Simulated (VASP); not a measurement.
Runs of VASP 6.6.1 on Co. It takes space group Fm-3m (No. 225, cubic). The conventional cell has a = 3.579 Å, b = 3.579 Å, c = 3.579 Å, α = 90.00°, β = 90.00°, γ = 90.00°. Co (site symmetry m-3m) has 12 Co at 2.53 Å within 3.3 Å. 

| fixed moment (μB) | pressure (GPa) | moment (μB) |
| --- | --- | --- |
| 1.72 | -8.9 | 1.72 |
| 2.14 | -0.9 | 2.14 |
| 3.43 | (a) | 3.43 |
| 1.29 | -14.3 | 1.29 |
| 0.86 | -18.0 | 0.86 |
| - | -9.4 | 1.71 |
| 2.57 | (b) | 2.57 |
| 3.0 | 27.0 | 3.00 |

Alike in all rows: task single point; level PBE; potentials or basis VASP PAW PBE potentials, release 64 (Co); spin collinear, ferromagnetic start; cell as given; k mesh 14 × 14 × 14; cutoff (eV) 520; smearing gaussian 0.1 eV.

Problem. Fill in the values left out.

Solution. (a) 50.3; (b) 10.5.

Caveats: the total moment is fixed, so each spin has its own Fermi level (some runs).
